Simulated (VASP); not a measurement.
Set up this calculation in VASP 6.6.1, as the native input.

```
Task                   : single point
Functional             : PBEsol
Potentials or basis    : VASP PAW PBE potentials, release 64 (Sn_d, O)
Cutoff                 : 520 eV
k mesh                 : 12 × 12 × 10
Occupations            : gaussian, width 0.15 eV
Spin                   : no spin polarisation
Dipole correction      : no
Further INCAR settings : ALGO = Normal; EDIFF = 1e-06; NBANDS = 28
```

The structure of SnO lies in POSCAR:

```
SnO
1.0
    3.8020000000      0.0047525000      0.0000000000
    0.0047525000      3.8020000000      0.0000000000
    0.0000000000      0.0000000000      4.8360000000
Sn O
2 2
Direct
    0.0000000000      0.5000000000      0.2385000000
    0.5000000000      0.0000000000      0.7615000000
    0.0000000000      0.0000000000      0.0000000000
    0.5000000000      0.5000000000      0.0000000000
```

This cell differs from its parent crystal: strain +0.0025 x Voigt [0, 0, 0, 0, 0, 1].

The input as run:

INCAR

```
ALGO = Normal
EDIFF = 1E-6
ENCUT = 520
GGA = PS
ISIF = 2
ISMEAR = 0
LASPH = True
LCHARG = True
LELF = True
LREAL = False
LVHAR = True
LWAVE = False
NBANDS = 28
NELM = 60
PREC = Accurate
SIGMA = 0.15
```

KPOINTS

```
k-points
0
Gamma
  12 12 10
```

Potentials or basis: VASP PAW PBE potentials, release 64 (Sn_d, O).

The run is started by

```sh
$ cat potpaw_PBE.64/Sn_d/POTCAR potpaw_PBE.64/O/POTCAR > POTCAR
$ mpirun -np 1 vasp_std > vasp.out
```

Results of the run:

```json
{
 "Pressure": "0.2 GPa",
 "Largest force": "0.146 eV/Å",
 "Band gap on the k mesh": "zero (filled and empty bands overlap)"
}
```

Caveat: the cell differs from its parent crystal (strain +0.0025 x Voigt [0, 0, 0, 0, 0, 1]); the PAW data sets were made with another functional, which shifts forces and pressure a little; spin-orbit coupling is left out, which moves the levels of the heavy elements.

Wall time 5 min on 1 thread of Intel(R) Xeon(R) Platinum 8259CL CPU @ 2.50GHz (Skylake/Cascade Lake) (shared host), peak memory 0.48 GiB.
